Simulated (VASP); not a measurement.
Input of a VASP 6.6.1 run:

File INCAR:

```
PREC     = Accurate       # precision mode
ENCUT    = 520            # plane-wave cutoff, eV
EDIFF    = 1E-6           # SCF threshold, eV
ISMEAR   = 0              # smearing method
SIGMA    = 0.15           # smearing width, eV
LREAL    = F              # projectors in reciprocal space
LASPH    = T              # aspherical terms in the spheres
NELM     = 80             # most SCF steps
ALGO     = Fast           # electronic algorithm
ISIF     = 2              # what is computed and relaxed
LWAVE    = F              # write WAVECAR
LCHARG   = F              # write CHGCAR
GGA      = PE             # functional
NBANDS   = 26             # bands
```

Contents of KPOINTS:

```
Automatic mesh
0
Gamma
  10 10 10
```

Contents of POSCAR:

```
Al2Cu
1.0
   -3.1472000000      3.1472000000      2.5145000000
    3.1472000000     -3.1472000000      2.5145000000
    3.1472000000      3.1472000000     -2.5145000000
Al Cu
4 2
Direct
    0.1587211657      0.6587211657      0.8174423314
    0.6587211657      0.8412788343      0.5000000000
    0.8412788343      0.3412788343      0.1825576686
    0.3412788343      0.1587211657      0.5000000000
    0.7500000000      0.7500000000      0.0000000000
    0.2500000000      0.2500000000      0.0000000000
```

Potentials or basis: VASP PAW PBE potentials, release 64 (Al, Cu).

Command:

```sh
$ cat potpaw_PBE.64/Al/POTCAR potpaw_PBE.64/Cu/POTCAR > POTCAR
$ mpirun -np 1 vasp_std > vasp.out
```

Question: What does it give for the pressure?

Answer: -8.2 GPa.

Question: Estimate the largest force.

Answer: 0.021 eV/Å.

Stress tensor (GPa, compression positive):
```
-8.57  0.00  0.00
 0.00 -8.57  0.00
 0.00  0.00 -7.57
```

Caveat: the cell stands under tension.
